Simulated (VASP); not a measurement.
# LiCl (Cmcm) in VASP: further runs

Runs on LiCl. Level: PBE. Tasks: relaxation of cell and atoms, single point.

Program: VASP 6.6.1. These are calculated values, not measurements. Logs are shortened: lines on timing, memory, paths and dates and some standing lists are left out, and cuts for length are marked.

**1. The cell of the first run**

It takes space group Cmcm (No. 63, orthorhombic). Conventional cell: a = 3.918 Å, b = 6.934 Å, c = 8.371 Å, α = 90.00°, β = 90.00°, γ = 90.00°. Li (site symmetry m2m) has 3 Cl at 2.29 Å within 3.0 Å. Within 3.0 Å of Cl (site symmetry m2m) lie 3 Li at 2.29 Å.

**2. Relaxation of cell and atoms, PBE**

The input, INCAR:

```
PREC = Accurate
ENCUT = 600
EDIFF = 1E-7
ISMEAR = 0
SIGMA = 0.02
LREAL = F
LASPH = T
NELM = 100
ALGO = Normal
ISIF = 3
LWAVE = F
LCHARG = F
GGA = PE
IBRION = 2
NSW = 100
EDIFFG = -0.01
```

The input, KPOINTS:

```
regular mesh
0
Gamma
  8 8 4
```

The input, POSCAR:

```
LiCl
1.0
    1.9588787102     -3.4671523080      0.0000000000
    1.9588787102      3.4671523080      0.0000000000
    0.0000000000      0.0000000000      8.3709347763
Li Cl
2 2
Direct
    0.4234860851      0.5765139149      0.2500000000
    0.5765139149      0.4234860851      0.7500000000
    0.9060830418      0.0939169582      0.7500000000
    0.0939169582      0.9060830418      0.2500000000
```

Potentials or basis: VASP PAW PBE potentials, release 64 (Li_sv, Cl).

Run with:

```
$ cat potpaw_PBE.64/Li_sv/POTCAR potpaw_PBE.64/Cl/POTCAR > POTCAR
$ mpirun -np 1 vasp_std > vasp.out
```

OUTCAR:

```text
PREC = Accurate
   ENCUT = 600
   EDIFF = 1E-7
   ISMEAR = 0
   LREAL = F
   LASPH = T
   NELM = 100
   ISIF = 3
   GGA = PE
   IBRION = 2
   NSW = 100
   EDIFFG = -0.01

 ion  position               nearest neighbor table
   1  0.423  0.577  0.250-   4 2.29   4 2.29   4 2.29
   2  0.577  0.423  0.750-   3 2.29   3 2.29   3 2.29
   3  0.906  0.094  0.750-   2 2.29   2 2.29   2 2.29
   4  0.094  0.906  0.250-   1 2.29   1 2.29   1 2.29

  LATTYP: Found a base centered orthorhombic cell.
 ALAT       =     3.9177574204
 B/A-ratio  =     1.7699678341
 C/A-ratio  =     2.1366649024

  Lattice vectors:

 A1 = (   1.9588787102,  -3.4671523080,   0.0000000000)
 A2 = (   1.9588787102,   3.4671523080,   0.0000000000)
 A3 = (   0.0000000000,   0.0000000000,   8.3709347763)

Analysis of symmetry for initial positions (statically):
=====================================================================
 Subroutine PRICEL returns:
 Original cell was already a primitive cell.

 Routine SETGRP: Setting up the symmetry group for a
 base centered orthorhombic supercell.

 Subroutine GETGRP returns: Found  8 space group operations
 (whereof  4 operations were pure point group operations)
 out of a pool of  8 trial point group operations.

The static configuration has the point symmetry C_2h.
 The point group associated with its full space group is D_2h.

Analysis of symmetry for dynamics (positions and initial velocities):
=====================================================================
 Subroutine PRICEL returns:
 Original cell was already a primitive cell.

 Routine SETGRP: Setting up the symmetry group for a
 base centered orthorhombic supercell.

 Subroutine GETGRP returns: Found  8 space group operations
 (whereof  4 operations were pure point group operations)
 out of a pool of  8 trial point group operations.

The dynamic configuration has the point symmetry C_2h.
 The point group associated with its full space group is D_2h.

 Subroutine INISYM returns: Found  8 space group operations
 (whereof  4 operations are pure point group operations),
 and found     1 'primitive' translations

----------------------------------------------------------------------------------------

                                     Primitive cell

  volume of cell :     113.7063

  direct lattice vectors                    reciprocal lattice vectors
     1.958878710 -3.467152308  0.000000000     0.255248065 -0.144210567  0.000000000
     1.958878710  3.467152308  0.000000000     0.255248065  0.144210567  0.000000000
     0.000000000  0.000000000  8.370934776     0.000000000  0.000000000  0.119460971

  length of vectors
     3.982254503  3.982254503  8.370934776     0.293169341  0.293169341  0.119460971

  position of ions in fractional coordinates (direct lattice)
     0.423486085  0.576513915  0.250000000
     0.576513915  0.423486085  0.750000000
     0.906083042  0.093916958  0.750000000
     0.093916958  0.906083042  0.250000000

  ion indices of the primitive-cell ions
   primitive index   ion index
                 1           1
                 2           2
                 3           3
                 4           4

----------------------------------------------------------------------------------------

 KPOINTS: regular mesh

Automatic generation of k-mesh.
 Grid dimensions read from file:
 generate k-points for:    8    8    4

 Generating k-lattice:

  Cartesian coordinates                     Fractional coordinates (reciprocal lattice)
     0.031906008 -0.018026321  0.000000000     0.125000000  0.000000000  0.000000000
     0.031906008  0.018026321  0.000000000     0.000000000  0.125000000  0.000000000
     0.000000000  0.000000000  0.029865243     0.000000000  0.000000000  0.250000000

  Length of vectors
     0.036646168  0.036646168  0.029865243

  Shift w.r.t. Gamma in fractional coordinates (k-lattice)
     0.000000000  0.000000000  0.000000000

 Subroutine IBZKPT returns following result:
 ===========================================

 Found     63 irreducible k-points:

 Following reciprocal coordinates:
            Coordinates               Weight
  0.000000  0.000000  0.000000      1.000000
  0.125000  0.000000  0.000000      4.000000
  0.250000  0.000000  0.000000      4.000000
  0.375000 -0.000000  0.000000      4.000000
  0.500000  0.000000  0.000000      2.000000
  0.125000  0.125000  0.000000      2.000000
[... 16 lines left out ...]
  0.125000  0.000000  0.250000      8.000000
  0.250000  0.000000  0.250000      8.000000
 [... further k-points ...]
   k-points           NKPTS =     63   k-points in BZ     NKDIM =     63   number of bands    NBANDS=     14
   number of dos      NEDOS =    301   number of ions     NIONS =      4
   total plane-waves  NPLWV =  71680
   dimension x,y,z NGX =    32 NGY =   32 NGZ =   70
   dimension x,y,z NGXF=    64 NGYF=   64 NGZF=  140
   ions per type =               2   2
   NGX,Y,Z   is equivalent  to a cutoff of  13.36, 13.36, 13.90 a.u.
   NGXF,Y,Z  is equivalent  to a cutoff of  26.72, 26.72, 27.80 a.u.
 SYSTEM =  unknown system
   PREC   = accura    normal or accurate (medium, high low for compatibility)
   ISTART =      0    job   : 0-new  1-cont  2-samecut
   ICHARG =      2    charge: 1-file 2-atom 10-const
   ISPIN  =      1    spin polarized calculation?
   LNONCOLLINEAR =      F non collinear calculations
   LSORBIT =      F    spin-orbit coupling
   LASPH  =      T    aspherical Exc in radial PAW
   ENCUT  =  600.0 eV  44.10 Ry    6.64 a.u.   7.95  7.95 16.72*2*pi/ulx,y,z
   NELM   =    100;   NELMIN=  2; NELMDL= -5     # of ELM steps
   EDIFF  = 0.1E-06   stopping-criterion for ELM
   LREAL  =      F    real-space projection
   EDIFFG = -.1E-01   stopping-criterion for IOM
   NSW    =    100    number of steps for IOM
   IBRION =      2    ionic relax: 0-MD 1-quasi-New 2-CG
   NFREE  =      1    steps in history (QN), initial steepest desc. (CG)
   ISIF   =      3    stress and relaxation
   ISYM   =      2    0-nonsym 1-usesym 2-fastsym
   POTIM  = 0.5000    time-step for ionic-motion
   TEBEG  =    0.0;   TEEND  =   0.0 temperature during run
   PSTRESS=    0.0 pullay stress
   NELECT =      20.0000    total number of electrons
   NUPDOWN=      -1.0000    fix difference up-down
   EMIN   =  10.00;   EMAX   =-10.00  energy-range for DOS
   EFERMI =   0.00;   METHOD = LEGACY
   ISMEAR =     0;   SIGMA  =   0.02  broadening in eV -4-tet -1-fermi 0-gaus
   EFERMI_NEDOS =   21; number of points for ismear=-14 and -15
   IALGO  =     38    algorithm
   IMIX   =      4    mixing-type and parameters
     AMIX     =   0.40;   BMIX     =  1.00
     AMIX_MAG =   1.60;   BMIX_MAG =  1.00
  volume/ion in A,a.u.               =      28.43       191.83
  Fermi-wavevector in a.u.,A,eV,Ry     =   0.917255  1.733360 11.447350  0.841356
  Thomas-Fermi vector in A             =   2.042203
   LORBIT       =      0    0 simple, 1 ext, 2 COOP (PROOUT), +10 PAW based schemes
   GGA     = PE    functional components
   LHFCALC =     F    Hartree Fock is set to
   AEXX    =    0.0000 exact exchange contribution
   IVDW    =     0    specifies the selected vdW correction
   LEPSILON=     F    determine dielectric tensor
   LRPA    =     F    only Hartree local field effects (RPA)
 conjugate gradient relaxation of ions
 non-spin polarized calculation
 Gauss-broadening in eV      SIGMA  =   0.02
  energy-cutoff  :      600.00
  volume of cell :      113.71
 maximum number of plane-waves:      3818
   NGX = 15   NGY = 15   NGZ = 33

--------------------------------------- Ionic step        1  -------------------------------------------

 number of electron      20.0000001 magnetization

 Free energy of the ion-electron system (eV)
  ---------------------------------------------------
  ext. energy  EPLUGINS =         0.00000000
  ---------------------------------------------------
  free energy    TOTEN  =       -14.45989206 eV

  energy without entropy =      -14.45989206  energy(sigma->0) =      -14.45989206

------------------------ aborting loop because EDIFF is reached ----------------------------------------

  FORCE on cell =-STRESS in cart. coord.  units (eV):
  Direction    XX          YY          ZZ          XY          YZ          ZX
  --------------------------------------------------------------------------------------
  -------------------------------------------------------------------------------------
  Total       -0.0332884      0.0014299      0.0641640      0.0000000      0.0000000      0.0000000
  in kB       -0.4690504      0.0201475      0.9041023      0.0000000      0.0000000      0.0000000
  external PRESSURE =       0.1517331 kB  Pullay stress =       0.0000000 kB
[... 95 lines left out ...]
  FREE ENERGIE OF THE ION-ELECTRON SYSTEM (eV)
  ---------------------------------------------------
  free  energy   TOTEN  =       -14.4600878932 eV

  energy  without entropy=      -14.4600878932  energy(sigma->0) =      -14.46008789

[... ionic steps 4 to 10 ...]

--------------------------------------- Ionic step       11  -------------------------------------------

 number of electron      20.0000006 magnetization

------------------------ aborting loop because EDIFF is reached ----------------------------------------
[... 71 lines left out ...]
--------------------------------------- Ionic step       13  -------------------------------------------

 number of electron      20.0000007 magnetization

 Free energy of the ion-electron system (eV)
  ---------------------------------------------------
  ext. energy  EPLUGINS =         0.00000000
  ---------------------------------------------------
  free energy    TOTEN  =       -14.46133170 eV

  energy without entropy =      -14.46133170  energy(sigma->0) =      -14.46133170

 E-fermi :  -2.7300     XC(G=0):  -6.1774

 val. band max:       -2.9423418768   @ k =   0.3750   0.2500   0.0000
 cond. band min:       2.4049250407   @ k =   0.0000   0.0000   0.0000
 fundamental gap:      5.3472669175
 Fermi energy:        -2.7299664158

 k-point     1 :       0.0000    0.0000    0.0000
  band No.  band energies     occupation
      1     -46.0225      2.00000
      2     -46.0225      2.00000
      3     -15.3358      2.00000
      4     -15.3003      2.00000
      5      -3.8832      2.00000
      6      -3.3059      2.00000
      7      -3.2910      2.00000
      8      -3.2484      2.00000
      9      -3.2234      2.00000
     10      -3.2040      2.00000
     11       2.4049      0.00000
     12       4.8113      0.00000
     13       4.9653      0.00000
     14       6.9984      0.00000
[... 377 lines left out ...]
      1     -46.0221      2.00000
      2     -46.0220      2.00000
      3     -15.2673      2.00000
      4     -15.2462      2.00000
      5      -3.9086      2.00000
      6      -3.8597      2.00000
      7      -3.5414      2.00000
      8      -3.5077      2.00000
      9      -3.4972      2.00000
     10      -3.1788      2.00000
     11       3.5914      0.00000
     12       4.2981      0.00000
     13       5.6401      0.00000
     14       6.2854      0.00000

 [... further k-points ...]

------------------------ aborting loop because EDIFF is reached ----------------------------------------

  FORCE on cell =-STRESS in cart. coord.  units (eV):
  Direction    XX          YY          ZZ          XY          YZ          ZX
  --------------------------------------------------------------------------------------
  -------------------------------------------------------------------------------------
  Total       -0.0012476      0.0086060      0.0250323      0.0000000      0.0000000      0.0000000
  in kB       -0.0170238      0.1174281      0.3415623      0.0000000      0.0000000      0.0000000
  external PRESSURE =       0.1473222 kB  Pullay stress =       0.0000000 kB
[... 19 lines left out ...]
  FREE ENERGIE OF THE ION-ELECTRON SYSTEM (eV)
  ---------------------------------------------------
  free  energy   TOTEN  =       -14.4613316984 eV

  energy  without entropy=      -14.4613316984  energy(sigma->0) =      -14.46133170

 reached required accuracy - stopping structural energy minimisation
```

Wall time 5 min (1 thread of Intel Xeon 6975P-C (Granite Rapids), shared host); peak memory 0.31 GiB.

What came out:

```
Free energy                            : -14.4613 eV
Relaxed volume                         : 29.36 Å³/atom
Relaxed cell                           : a = 3.980 Å, b = 3.980 Å, c = 8.649 Å, α = 90.00°, β = 90.00°, γ = 121.00°
Space group after relaxing (to 0.05 Å) : Cmcm (No. 63)
Energy gained by relaxing              : 0.4 meV/atom
Ionic steps                            : 13
Pressure after relaxing                : 0.0 GPa
Largest force after relaxing           : 0.006 eV/Å
Band gap on the k mesh                 : 5.35 eV, indirect (least direct gap 5.61 eV)
```

Forces in eV/Å, atoms in the order of the input:
```
Li   0.000 -0.002  0.000
Li   0.000  0.002  0.000
Cl   0.000 -0.006  0.000
Cl   0.000  0.006  0.000
```

The path:
```
step  energy change (eV)  largest force (eV/Å)  pressure (GPa)  volume (Å³)
   1              0.0000                0.0021            0.02       113.71
   2             -0.0001                0.0033            0.02       113.75
   3             -0.0002                0.0067            0.05       113.88
   4             -0.0003                0.0138            0.10       114.15
   5             -0.0003                0.0135            0.10       114.21
   6             -0.0004                0.0125            0.10       114.39
   7             -0.0005                0.0106            0.09       114.77
   8             -0.0008                0.0069            0.07       115.51
   9             -0.0010                0.0041            0.03       117.00
  10             -0.0011                0.0095            0.02       117.12
  11             -0.0012                0.0185           -0.02       117.33
  12             -0.0013                0.0154           -0.01       117.35
  13             -0.0014                0.0061            0.01       117.42
```

Final structure:
```
Li Cl
1.0
     1.95974   -3.46372    0.00000
     1.95974    3.46372    0.00000
     0.00000    0.00000    8.64911
Li Cl
2 2
Cartesian
  1.9597 0.5332 2.1623
  1.9597 -0.5332 6.4868
  1.9597 -2.8175 6.4868
  1.9597 2.8175 2.1623
```

Caveat: the cutoff is under 1.25 times the usual one of these potentials, so pressure, stress and relaxed cells hold a basis-set (Pulay) error.

**3. Single point, PBE**

This run uses another cell than the first one: it holds 8 atoms, not 4.

The input, INCAR:

```
SYSTEM = LiCl
ALGO = Normal
EDIFF = 1E-7
ENCUT = 520
GGA = PE
ISIF = 2
ISMEAR = 0
LASPH = .TRUE.
LCHARG = .FALSE.
LREAL = .FALSE.
LWAVE = .FALSE.
NBANDS = 30
NELM = 100
PREC = Accurate
SIGMA = 0.1
```

The input, KPOINTS:

```
k-points
0
G
  4 4 1
  0 0 0
```

The input, POSCAR:

```
LiCl
1.0
   -3.9402491738      0.0000000000      0.0000000000
    1.9701245869     -3.4485270732      0.0000000000
    0.0000000000      0.0000000000     18.4169788198
Li Cl
4 4
Direct
    0.4020854716      0.8041709432      0.1250000000
    0.4020854716      0.8041709432      0.6250000000
    0.5979145284      0.1958290568      0.3750000000
    0.5979145284      0.1958290568      0.8750000000
    0.9294403087      0.8588806174      0.3750000000
    0.9294403087      0.8588806174      0.8750000000
    0.0705596913      0.1411193826      0.1250000000
    0.0705596913      0.1411193826      0.6250000000
```

Potentials or basis: VASP PAW PBE potentials, release 64 (Li_sv, Cl).

Run with:

```
$ cat potpaw_PBE.64/Li_sv/POTCAR potpaw_PBE.64/Cl/POTCAR > POTCAR
$ mpirun -np 1 vasp_std > vasp.out
```

It took 91 s on 1 thread of Intel Xeon Platinum 8175M at 2.50GHz (Skylake/Cascade Lake), shared host; peak memory 0.34 GiB.

The run converged. Its results:

```
Free energy            : -28.9287 eV
Band gap on the k mesh : 5.38 eV
```

Levels at points of the mesh, in eV from the valence-band top:
```csv
k point,band 18,band 19,band 20,band 21,band 22,band 23
"(0.00, 0.00, 0.00)",-0.24,-0.24,-0.23,5.38,6.12,6.12
"(0.50, 0.00, 0.00)",-0.13,-0.13,0.00,7.04,7.60,7.60
"(0.00, 0.50, 0.00)",-0.14,-0.14,-0.03,7.42,7.42,7.43
```

Caveat: the k points lie up to 0.46 Å⁻¹ apart; the cutoff is under 1.25 times the usual one of these potentials, so pressure, stress and relaxed cells hold a basis-set (Pulay) error.

**4. Single point, PBE**

This run uses another cell than the first one, of 31.28 Å³/atom, 1.100 times its volume.

Changes to INCAR since step 3:

```diff
@@ -11,5 +11,5 @@
 LWAVE = .FALSE.
-NBANDS = 30
-NELM = 100
+NBANDS = 18
+NELM = 80
 PREC = Accurate
-SIGMA = 0.1
+SIGMA = 0.02
```

The input, KPOINTS:

```
k-points
0
G
  8 8 4
  0 0 0
```

The input, POSCAR:

```
LiCl
1.0
    1.9701337558     -3.4485099429      0.0000000000
    1.9701337558      3.4485099429      0.0000000000
    0.0000000000      0.0000000000      9.2090686132
Li Cl
2 2
Direct
    0.4020614651      0.5979385349      0.2500000000
    0.5979385349      0.4020614651      0.7500000000
    0.9294659271      0.0705340729      0.7500000000
    0.0705340729      0.9294659271      0.2500000000
```

Run with:

```
$ cat potpaw_PBE.64/Li_sv/POTCAR potpaw_PBE.64/Cl/POTCAR > POTCAR
$ mpirun -np 1 vasp_std > vasp.out
```

It took 2.5 min on 1 thread of Intel Xeon Platinum 8175M at 2.50GHz (Skylake/Cascade Lake), shared host; peak memory 0.29 GiB.

Results (log left out):

```yaml
Free_energy: -14.4650 eV
Band_gap_on_the_k_mesh: 5.35 eV, indirect (least direct gap 5.61 eV)
```

Levels at points of the mesh, in eV from the valence-band top:
```tsv
k point	band 8	band 9	band 10	band 11	band 12	band 13
(0.00, 0.00, 0.00)	-0.31	-0.28	-0.26	5.35	7.53	7.71
(0.50, 0.00, 0.00)	-0.72	-0.29	-0.03	7.01	7.85	8.74
(0.50, 0.50, 0.00)	-0.66	-0.28	-0.06	7.40	7.88	8.13
(0.00, 0.00, 0.50)	-0.31	-0.27	-0.27	6.09	6.09	9.15
(0.50, 0.00, 0.50)	-0.73	-0.16	-0.16	7.57	7.57	8.32
(0.50, 0.50, 0.50)	-0.68	-0.17	-0.17	7.39	7.39	8.77
```

Caveat: the cutoff is under 1.25 times the usual one of these potentials, so pressure, stress and relaxed cells hold a basis-set (Pulay) error. PBE gaps usually lie below the measured ones, often by a third to a half.

**5. Overview**

```csv
task,cell,k mesh,cutoff (eV),smearing,gap on the mesh (eV)
relaxation of cell and atoms,"relaxed from a = 3.982, b = 3.982, c = 8.371 Å, angles 90.0, 90.0, 121.1°, 4 atoms",8 × 8 × 4,600,gaussian 0.02 eV,5.35
single point,"a = 3.940, b = 3.972, c = 18.417 Å, angles 90.0, 90.0, 119.7°, 8 atoms",4 × 4 × 1,520,gaussian 0.1 eV,5.38
single point,"a = 3.972, b = 3.972, c = 9.209 Å, angles 90.0, 90.0, 120.5°, 4 atoms",8 × 8 × 4,520,gaussian 0.02 eV,5.35
```

Alike in all rows: level PBE; potentials or basis VASP PAW PBE potentials, release 64 (Li_sv, Cl); no spin polarisation.

Caveats: some runs use coarse meshes; the cutoff is under 1.25 times the usual one of these potentials, so pressure, stress and relaxed cells hold a basis-set (Pulay) error.

Absolute energies hang on the potentials; compare differences alone.
